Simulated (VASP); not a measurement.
Crystal: Ir.

```xyz
1
Lattice="-1.5789 1.5789 1.5789 1.5789 -1.5789 1.5789 1.5789 1.5789 -1.5789" Properties=species:S:1:pos:R:3 pbc="T T T"
Ir    0.0000    0.0000    0.0000
```

```yaml
Program: VASP 6.6.1
Task: relaxation of cell and atoms
Functional: PBE
Potentials_or_basis: VASP PAW PBE potentials, release 64 (Ir)
Cutoff: 600 eV
k_mesh: 8 × 8 × 8
Occupations: gaussian, width 0.1 eV
Spin: no spin polarisation
```

At the start: pressure -11.5 GPa; volume 15.74 Å³/atom.

Q: Where does the relaxation end?

A: Over 4 steps the energy falls by 24.7 meV/atom and the volume is 15.09 Å³/atom (-4.1 %); space group Im-3m (No. 229, to 0.05 Å).

The path:
```tsv
step	energy change (eV)	largest force (eV/Å)	pressure (GPa)	volume (Å³)
1	0.0000	0.0000	-11.54	15.74
2	0.2357	0.0000	53.16	13.30
3	-0.0246	0.0000	-0.61	15.12
4	-0.0247	0.0000	-0.13	15.09
```

Final structure:
```xyz
1
Lattice="-1.5569 1.5569 1.5569 1.5569 -1.5569 1.5569 1.5569 1.5569 -1.5569" Properties=species:S:1:pos:R:3 pbc="T T T"
Ir    1.5569    1.5569   -1.5569
```
